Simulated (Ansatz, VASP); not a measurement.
NbTe in VASP and in Ansatz

INCAR

```
ALGO = Normal ; EDIFF = 1E-6
EDIFFG = -0.005 ; ENCUT = 600
GGA = PS ; IBRION = 2
ISIF = 3 ; ISMEAR = -1
LASPH = T ; LCHARG = F
LREAL = F ; LWAVE = F
NELM = 60 ; NSW = 80
PREC = Accurate ; SIGMA = 0.05
```

Contents of KPOINTS:

```
k-points
0
Gamma
  8 8 7
```

The input POSCAR:

```
NbTe
1.0
    3.7029743866      0.0000000000      0.0000000000
   -1.8514871933      3.2068698884      0.0000000000
    0.0000000000      0.0000000000      3.6942110000
Te Nb
1 1
Direct
    0.6666666667      0.3333333333      0.0000000000
    0.0000000000      0.0000000000      0.5000000000
```

File input.yaml:

```yaml
crystal:
  lattice:
    - [3.7029743866, 0.0, 0.0]
    - [-1.8514871933, 3.2068698884, 0.0]
    - [0.0, 0.0, 3.694211]
  atoms:
    - { symbol: Te, position: [0.6666666667, 0.3333333333, 0.0] }
    - { symbol: Nb, position: [0.0, 0.0, 0.5] }
kpoints:
  mp_grid: { grid: [8, 8, 7] }
scf:
  occupations: { method: fermi_dirac, width: 0.05 }
hamiltonian:
  xc: pbesol
  pseudopotentials: { kind: all_electron, lapw: { basis_error: 0.001 } }
output:
  forces: true
  stress: true
relax:
  f_tol: 0.005
  max_steps: 60
  cell: {}
```

Alike in both runs: task relaxation of cell and atoms; functional PBEsol; k mesh 8 × 8 × 7; occupations fermi-dirac, width 0.05 eV; no spin polarisation.

|  | VASP | Ansatz |
| --- | --- | --- |
| version | VASP 6.6.1 | Ansatz 0.2.0 |
| potentials or method | VASP PAW PBE potentials, release 64 (Te, Nb_sv), cutoff 600 eV | all-electron LAPW, scalar-relativistic |

Ansatz gave:

- relaxed volume (Å³/atom): 20.96
- relaxed cell length with the largest relative difference (Å): 3.674

Task: What did VASP give for the same quantities?

Result: Relaxed volume (Å³/atom): 20.95; relaxed cell length with the largest relative difference (Å): 3.673.

VASP's potentials were made for PBE, not for PBEsol. Ansatz ran all-electron here, and VASP with PAW potentials.

Spin-orbit coupling is off throughout.
